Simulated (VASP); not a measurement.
Write the native input for VASP 6.6.1 that does the following.

```
Task                   : single point
Functional             : LDA
Potentials or basis    : VASP PAW LDA potentials, release 64 (C)
Cutoff                 : 520 eV
k mesh                 : 24 × 24 × 24
Occupations            : fermi-dirac, width 0.1 eV
Spin                   : no spin polarisation
Dipole correction      : no
Further INCAR settings : ALGO = Normal; EDIFF = 1e-06; NBANDS = 8
```

The structure of C lies in POSCAR:

```
C
1.0
   -1.1297788800      1.1297788800      1.1297788800
    1.1297788800     -1.1297788800      1.1297788800
    1.1297788800      1.1297788800     -1.1297788800
C
1
Direct
    0.0000000000      0.0000000000      0.0000000000
```

These files were run (other wordings do the same):

INCAR

```
PREC     = Accurate       # precision mode
ENCUT    = 520            # plane-wave cutoff, eV
EDIFF    = 1E-6           # SCF threshold, eV
ISMEAR   = -1             # smearing method
SIGMA    = 0.1            # smearing width, eV
LREAL    = False          # projectors in reciprocal space
LASPH    = True           # aspherical terms in the spheres
NELM     = 80             # most SCF steps
ALGO     = Normal         # electronic algorithm
ISIF     = 2              # what is computed and relaxed
LWAVE    = False          # write WAVECAR
LCHARG   = True           # write CHGCAR
GGA      = CA             # functional
LELF     = True           # ELF
LVHAR    = True         
NBANDS   = 8              # bands
```

KPOINTS

```
regular mesh
0
Gamma
  24 24 24
```

Potentials or basis: VASP PAW LDA potentials, release 64 (C).

The run is started by

```sh
$ cat potpaw_LDA.64/C/POTCAR > POTCAR
$ mpirun -np 1 vasp_std > vasp.out
```

Results of the run:

```yaml
Pressure: 24.9 GPa
Band_gap_on_the_k_mesh: zero (band 2 reaches 21.07 eV, above the bottom of band 3 at 5.45 eV)
```

Run time: 3.5 s on 1 thread of Intel(R) Xeon(R) 6975P-C (Granite Rapids), on a shared host, peak memory 0.12 GiB.
